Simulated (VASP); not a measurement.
Input of a VASP 6.6.1 run:

The input INCAR:

```
SYSTEM = SnSe2
  PREC = Accurate
  ENCUT = 500
  EDIFF = 1E-6
  ISMEAR = 0
  SIGMA = 0.03
  LREAL = .False.
  LASPH = .True.
  NELM = 120
  ALGO = Normal
  ISIF = 2
  LWAVE = .False.
  LCHARG = .False.
  GGA = PE
  IVDW = 12
  NBANDS = 20
  GGA_COMPAT = .False.
```

The input KPOINTS:

```
Automatic mesh
0
Gamma
  12 12 6
  0 0 0
```

POSCAR

```
SnSe2
1.0
    3.9260626439      0.0000000000      0.0000000000
   -1.9630313220      3.4000699864      0.0000000000
    0.0000000000      0.0000000000      5.4427006432
Sn Se
1 2
Direct
    0.0000000000      0.0000000000      0.0000000000
    0.3333333333      0.6666666667      0.2651331237
    0.6666666667      0.3333333333      0.7348668763
```

Potentials or basis: VASP PAW PBE potentials, release 64 (Sn_d, Se).

Launch:

```console
$ cat potpaw_PBE.64/Sn_d/POTCAR potpaw_PBE.64/Se/POTCAR > POTCAR
$ mpirun -np 1 vasp_std > vasp.out
```

Task: What does it give for the dispersion energy per atom?

Result: -0.386 eV.

Task: What does it give for the largest force?

Result: 1.006 eV/Å.

Task: Predict the band gap on the k mesh.

Result: Zero (filled and empty bands touch).

Forces on the atoms (eV/Å):
```
Sn   0.000  0.000  0.000
Se   0.000  0.000  1.006
Se   0.000  0.000 -1.006
```

Caveat: semilocal functionals underestimate gaps, so a narrow gap can read as zero; spin-orbit coupling is left out, which moves the levels of the heavy elements; forces of over 1 eV/Å act on the atoms, so gaps and moduli don't describe the material at rest.
